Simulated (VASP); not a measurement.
# Cu3B5Pt (P-62m) in VASP: single point with PBE

Aim: the single point of Cu3B5Pt with PBE.

All numbers are computed with VASP 6.6.1; they aren't measurements. Logs are shortened: lines on timing, memory, paths and dates and some standing lists are left out, and cuts for length are marked.

## Step 1: The cell of the first run

It takes space group P-62m (No. 189, hexagonal). Conventional cell: a = 5.236 Å, b = 5.236 Å, c = 3.581 Å, α = 90.00°, β = 90.00°, γ = 120.00°. Cu (site symmetry m2m) has 10 B at 2.08 to 2.86 Å and 2 Pt at 2.55 to 2.69 Å and 4 Cu at 2.62 Å within 2.9 Å. Within 2.5 Å of B (site symmetry m2m) lie 2 B at 1.81 Å and 2 Cu at 2.08 Å and 2 Pt at 2.42 Å. Within 2.4 Å of B (site symmetry -6) lie 3 B at 1.81 Å and 6 Cu at 2.34 Å. Within 3.2 Å of Pt (site symmetry -62m) lie 6 B at 2.42 Å and 6 Cu at 2.55 to 2.69 Å.

The cell was built from a structure type or drawn by symmetry, and may not be a known phase.

## Step 2: Single point, PBE

INCAR reads:

```
ALGO = Fast
EDIFF = 1E-7
ENCUT = 520
GGA = PE
ISIF = 2
ISMEAR = 0
LASPH = True
LCHARG = False
LREAL = False
LWAVE = False
NBANDS = 39
NELM = 100
PREC = Accurate
SIGMA = 0.1
```

KPOINTS reads:

```
k-points
0
Gamma
  12 12 10
```

POSCAR reads:

```
Cu3B5Pt
1.0
    5.2362769589      0.0000000000      0.0000000000
   -2.6181384794      4.5347488676      0.0000000000
    0.0000000000      0.0000000000      3.5808276840
Cu B Pt
3 5 1
Direct
    0.5135995315      0.0000000000      0.5000000000
    0.4864004685      0.4864004685      0.5000000000
    0.0000000000      0.5135995315      0.5000000000
    0.3112464891      0.0000000000      0.0000000000
    0.0000000000      0.3112464891      0.0000000000
    0.6666666667      0.3333333333      0.0000000000
    0.3333333333      0.6666666667      0.0000000000
    0.6887535109      0.6887535109      0.0000000000
    0.0000000000      0.0000000000      0.5000000000
```

Potentials or basis: VASP PAW PBE potentials, release 64 (Cu, B, Pt).

Run with:

```
$ cat potpaw_PBE.64/Cu/POTCAR potpaw_PBE.64/B/POTCAR potpaw_PBE.64/Pt/POTCAR > POTCAR
$ mpirun -np 1 vasp_std > vasp.out
```

OUTCAR:

```text
EDIFF = 1E-7
   ENCUT = 520
   GGA = PE
   ISIF = 2
   ISMEAR = 0
   LASPH = True
   LREAL = False
   NELM = 100
   PREC = Accurate

 ion  position               nearest neighbor table
   1  0.514  0.000  0.500-   4 2.08   4 2.08   6 2.34   6 2.34   7 2.34   7 2.34   9 2.55   2 2.62
                             2 2.62   3 2.62   3 2.62   9 2.69
   2  0.486  0.486  0.500-   8 2.08   8 2.08   7 2.34   7 2.34   6 2.34   6 2.34   9 2.55   1 2.62
                             1 2.62   3 2.62   3 2.62   9 2.69
   3  0.000  0.514  0.500-   5 2.08   5 2.08   7 2.34   7 2.34   6 2.34   6 2.34   9 2.55   1 2.62
                             1 2.62   2 2.62   2 2.62   9 2.69
   4  0.311  0.000  0.000-   7 1.81   6 1.81   1 2.08   1 2.08   9 2.42   9 2.42
   5  0.000  0.311  0.000-   6 1.81   7 1.81   3 2.08   3 2.08   9 2.42   9 2.42
   6  0.667  0.333  0.000-   5 1.81   4 1.81   8 1.81   1 2.34   1 2.34   3 2.34   3 2.34   2 2.34
                             2 2.34
   7  0.333  0.667  0.000-   4 1.81   5 1.81   8 1.81   3 2.34   3 2.34   1 2.34   1 2.34   2 2.34
                             2 2.34
   8  0.689  0.689  0.000-   6 1.81   7 1.81   2 2.08   2 2.08   9 2.42   9 2.42
   9  0.000  0.000  0.500-   5 2.42   5 2.42   8 2.42   8 2.42   4 2.42   4 2.42   3 2.55   2 2.55
                             1 2.55   3 2.69   2 2.69   1 2.69

  LATTYP: Found a hexagonal cell.
 ALAT       =     5.2362769589
 C/A-ratio  =     0.6838499400

  Lattice vectors:

 A1 = (   5.2362769589,   0.0000000000,   0.0000000000)
 A2 = (  -2.6181384794,   4.5347488676,   0.0000000000)
 A3 = (   0.0000000000,   0.0000000000,   3.5808276840)

Analysis of symmetry for initial positions (statically):
=====================================================================
 Subroutine PRICEL returns:
 Original cell was already a primitive cell.

 Routine SETGRP: Setting up the symmetry group for a
 hexagonal supercell.

 Subroutine GETGRP returns: Found 12 space group operations
 (whereof 12 operations were pure point group operations)
 out of a pool of 24 trial point group operations.

The static configuration has the point symmetry D_3h.

Analysis of symmetry for dynamics (positions and initial velocities):
=====================================================================
 Subroutine PRICEL returns:
 Original cell was already a primitive cell.

 Routine SETGRP: Setting up the symmetry group for a
 hexagonal supercell.

 Subroutine GETGRP returns: Found 12 space group operations
 (whereof 12 operations were pure point group operations)
 out of a pool of 24 trial point group operations.

The dynamic configuration has the point symmetry D_3h.

 Subroutine INISYM returns: Found 12 space group operations
 (whereof 12 operations are pure point group operations),
 and found     1 'primitive' translations

----------------------------------------------------------------------------------------

                                     Primitive cell

  volume of cell :      85.0275

  direct lattice vectors                    reciprocal lattice vectors
     5.236276959  0.000000000  0.000000000     0.190975383  0.110259689  0.000000000
    -2.618138479  4.534748868  0.000000000     0.000000000  0.220519378  0.000000000
     0.000000000  0.000000000  3.580827684     0.000000000  0.000000000  0.279265044

  length of vectors
     5.236276959  5.236276959  3.580827684     0.220519378  0.220519378  0.279265044

  position of ions in fractional coordinates (direct lattice)
     0.513599531  0.000000000  0.500000000
     0.486400469  0.486400469  0.500000000
     0.000000000  0.513599531  0.500000000
     0.311246489  0.000000000  0.000000000
     0.000000000  0.311246489  0.000000000
     0.666666667  0.333333333  0.000000000
     0.333333333  0.666666667  0.000000000
     0.688753511  0.688753511  0.000000000
     0.000000000  0.000000000  0.500000000

  ion indices of the primitive-cell ions
   primitive index   ion index
                 1           1
                 2           2
                 3           3
                 4           4
                 5           5
                 6           6
                 7           7
                 8           8
                 9           9

----------------------------------------------------------------------------------------

 KPOINTS: k-points

Automatic generation of k-mesh.
 Grid dimensions read from file:
 generate k-points for:   12   12   10

 Generating k-lattice:

  Cartesian coordinates                     Fractional coordinates (reciprocal lattice)
     0.015914615  0.009188307  0.000000000     0.083333333  0.000000000  0.000000000
     0.000000000  0.018376615  0.000000000     0.000000000  0.083333333  0.000000000
     0.000000000  0.000000000  0.027926504     0.000000000  0.000000000  0.100000000

  Length of vectors
     0.018376615  0.018376615  0.027926504

  Shift w.r.t. Gamma in fractional coordinates (k-lattice)
     0.000000000  0.000000000  0.000000000

 Subroutine IBZKPT returns following result:
 ===========================================

 Found    114 irreducible k-points:

 Following reciprocal coordinates:
            Coordinates               Weight
  0.000000  0.000000  0.000000      1.000000
  0.083333  0.000000  0.000000      6.000000
  0.166667  0.000000  0.000000      6.000000
  0.250000  0.000000  0.000000      6.000000
  0.333333  0.000000  0.000000      6.000000
  0.416667  0.000000  0.000000      6.000000
[... 16 lines left out ...]
  0.250000  0.000000  0.100000     12.000000
  0.333333  0.000000  0.100000     12.000000
 [... further k-points ...]
   k-points           NKPTS =    114   k-points in BZ     NKDIM =    114   number of bands    NBANDS=     39
   number of dos      NEDOS =    301   number of ions     NIONS =      9
   total plane-waves  NPLWV =  44800
   dimension x,y,z NGX =    40 NGY =   40 NGZ =   28
   dimension x,y,z NGXF=    80 NGYF=   80 NGZF=   56
   ions per type =               3   5   1
   NGX,Y,Z   is equivalent  to a cutoff of  12.70, 12.70, 13.00 a.u.
   NGXF,Y,Z  is equivalent  to a cutoff of  25.40, 25.40, 26.00 a.u.
 SYSTEM =  unknown system
   PREC   = accura    normal or accurate (medium, high low for compatibility)
   ISTART =      0    job   : 0-new  1-cont  2-samecut
   ICHARG =      2    charge: 1-file 2-atom 10-const
   ISPIN  =      1    spin polarized calculation?
   LNONCOLLINEAR =      F non collinear calculations
   LSORBIT =      F    spin-orbit coupling
   LASPH  =      T    aspherical Exc in radial PAW
   ENCUT  =  520.0 eV  38.22 Ry    6.18 a.u.   9.74  9.74  6.66*2*pi/ulx,y,z
   NELM   =    100;   NELMIN=  2; NELMDL= -5     # of ELM steps
   EDIFF  = 0.1E-06   stopping-criterion for ELM
   LREAL  =      F    real-space projection
   EDIFFG = 0.1E-05   stopping-criterion for IOM
   NSW    =      0    number of steps for IOM
   IBRION =     -1    ionic relax: 0-MD 1-quasi-New 2-CG
   NFREE  =      0    steps in history (QN), initial steepest desc. (CG)
   ISIF   =      2    stress and relaxation
   ISYM   =      2    0-nonsym 1-usesym 2-fastsym
   POTIM  = 0.5000    time-step for ionic-motion
   TEBEG  =    0.0;   TEEND  =   0.0 temperature during run
   PSTRESS=    0.0 pullay stress
   NELECT =      58.0000    total number of electrons
   NUPDOWN=      -1.0000    fix difference up-down
   EMIN   =  10.00;   EMAX   =-10.00  energy-range for DOS
   EFERMI =   0.00;   METHOD = LEGACY
   ISMEAR =     0;   SIGMA  =   0.10  broadening in eV -4-tet -1-fermi 0-gaus
   EFERMI_NEDOS =   21; number of points for ismear=-14 and -15
   IALGO  =     68    algorithm
   IMIX   =      4    mixing-type and parameters
     AMIX     =   0.40;   BMIX     =  1.00
     AMIX_MAG =   1.60;   BMIX_MAG =  1.00
  volume/ion in A,a.u.               =       9.45        63.75
  Fermi-wavevector in a.u.,A,eV,Ry     =   1.441112  2.723307 28.256632  2.076804
  Thomas-Fermi vector in A             =   2.559781
   LORBIT       =      0    0 simple, 1 ext, 2 COOP (PROOUT), +10 PAW based schemes
   GGA     = PE    functional components
   LHFCALC =     F    Hartree Fock is set to
   AEXX    =    0.0000 exact exchange contribution
   IVDW    =     0    specifies the selected vdW correction
   LEPSILON=     F    determine dielectric tensor
   LRPA    =     F    only Hartree local field effects (RPA)
 non-spin polarized calculation
 RMM-DIIS sequential band-by-band and
 Gauss-broadening in eV      SIGMA  =   0.10
  energy-cutoff  :      520.00
  volume of cell :       85.03
 maximum number of plane-waves:      2308
 NGX is ok and might be reduce to    40
   NGX = 19   NGY = 19   NGZ = 13

 number of electron      57.9999969 magnetization

 Free energy of the ion-electron system (eV)
  ---------------------------------------------------
  ext. energy  EPLUGINS =         0.00000000
  ---------------------------------------------------
  free energy    TOTEN  =       -47.58903778 eV

  energy without entropy =      -47.57461031  energy(sigma->0) =      -47.58182405

 E-fermi :   8.1128     XC(G=0): -12.6370

 val. band max:        8.1127018769   @ k =   0.1667   0.0833   0.2000
 cond. band min:       8.1142695069   @ k =   0.2500   0.0833   0.3000
 fundamental gap:      0.0015676301
 Fermi energy:         8.1128163079

 k-point     1 :       0.0000    0.0000    0.0000
  band No.  band energies     occupation
      1      -4.8668      2.00000
      2      -0.2522      2.00000
      3      -0.2522      2.00000
      4       0.5438      2.00000
      5       1.1840      2.00000
      6       2.5917      2.00000
[... 31 lines left out ...]
     38      14.3128      0.00000
     39      15.7407      0.00000

 k-point     2 :       0.0833    0.0000    0.0000
  band No.  band energies     occupation
      1      -4.8228      2.00000
      2      -0.5497      2.00000
      3      -0.2879      2.00000
      4       0.7960      2.00000
      5       1.0683      2.00000
      6       2.6068      2.00000
[... 913 lines left out ...]
     38      15.1385      0.00000
     39      15.6759      0.00000

 k-point    24 :       0.3333    0.0000    0.1000
  band No.  band energies     occupation
      1      -4.0865      2.00000
      2      -2.1534      2.00000
      3      -0.5619      2.00000
      4       0.4055      2.00000
      5       2.1976      2.00000
      6       2.6266      2.00000
[... 31 lines left out ...]
     38      15.1295      0.00000
     39      15.7666      0.00000

 [... further k-points ...]
[... 5 lines left out ...]
  --------------------------------------------------------------------------------------
  -------------------------------------------------------------------------------------
  Total        0.0656517      0.0656517      0.1886160      0.0000000      0.0000000      0.0000000
  in kB        1.2370789      1.2370789      3.5541015      0.0000000      0.0000000      0.0000000
  external PRESSURE =       2.0094198 kB  Pullay stress =       0.0000000 kB

 VOLUME and BASIS-vectors are now :
 -----------------------------------------------------------------------------
  energy-cutoff  :      520.00
  volume of cell :       85.03
      direct lattice vectors                 reciprocal lattice vectors
     5.236276959  0.000000000  0.000000000     0.190975383  0.110259689  0.000000000
    -2.618138479  4.534748868  0.000000000     0.000000000  0.220519378  0.000000000
     0.000000000  0.000000000  3.580827684     0.000000000  0.000000000  0.279265044

 POSITION                                       TOTAL-FORCE (eV/Angst)
 -----------------------------------------------------------------------------------
      2.68935      0.00000      1.79041         0.025642     -0.000000     -0.000000
      1.27346      2.20570      1.79041        -0.012821     -0.022207      0.000000
     -1.34467      2.32904      1.79041        -0.012821      0.022207      0.000000
      1.62977      0.00000      0.00000        -0.028782     -0.000000     -0.000000
     -0.81489      1.41142      0.00000         0.014391     -0.024926     -0.000000
      2.61814      1.51158      0.00000         0.000000      0.000000     -0.000000
     -0.00000      3.02317      0.00000         0.000000     -0.000000     -0.000000
      1.80325      3.12332      0.00000         0.014391      0.024926     -0.000000
      0.00000      0.00000      1.79041         0.000000      0.000000     -0.000000
 -----------------------------------------------------------------------------------
    total drift:                                0.000002      0.000003      0.000000

  FREE ENERGIE OF THE ION-ELECTRON SYSTEM (eV)
  ---------------------------------------------------
  free  energy   TOTEN  =       -47.5890377820 eV

  energy  without entropy=      -47.5746103087  energy(sigma->0) =      -47.58182405
```

Run time: 11 min. Hardware: 1 thread of Intel Xeon Platinum 8488C (Sapphire Rapids), shared host; peak memory 0.44 GiB.

What came out:

* Free energy: -47.5890 eV
* Pressure: 0.2 GPa
* Largest force: 0.029 eV/Å
* Band gap on the k mesh: zero (bands 29 and 30 overlap by 2.71 eV)

Forces in eV/Å, atoms in the order of the input:
```
Cu   0.026  0.000  0.000
Cu  -0.013 -0.022  0.000
Cu  -0.013  0.022  0.000
B   -0.029  0.000  0.000
B    0.014 -0.025  0.000
B    0.000  0.000  0.000
B    0.000  0.000  0.000
B    0.014  0.025  0.000
Pt   0.000  0.000  0.000
```

Caveat: spin-orbit coupling is left out, which moves the levels of the heavy elements.
